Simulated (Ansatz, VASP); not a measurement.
GaS3: VASP beside Ansatz

```xyz
4
Lattice="-2.5968 2.5968 2.5968 2.5968 -2.5968 2.5968 2.5968 2.5968 -2.5968" Properties=species:S:1:pos:R:3 pbc="T T T"
Ga    0.0000    0.0000    0.0000
S     2.5968    0.0000    0.0000
S     0.0000    2.5968    0.0000
S     0.0000    0.0000    2.5968
```

Alike in both runs: functional PBE; k mesh 12 × 12 × 12; occupations gaussian, width 0.1 eV; no spin polarisation.

Ansatz relaxed the structure, and its values are those at the end. VASP's run is a single point on that final structure, the one shown.

|  | VASP | Ansatz |
| --- | --- | --- |
| version | VASP 6.6.1 | Ansatz 0.2.0 |
| potentials or method | VASP PAW PBE potentials, release 64 (Ga_d, S), cutoff 520 eV | scalar-relativistic, plane waves, PAW |
| valence electrons in the cell | 31 | 31 |

```csv
,VASP,Ansatz,Ansatz less VASP
gap on the k mesh at the Fermi level (eV),none,none,-
pressure (GPa),0.0,0.0,+0.04
```

A gap of «none» marks a metal or a gap that the smearing closes.
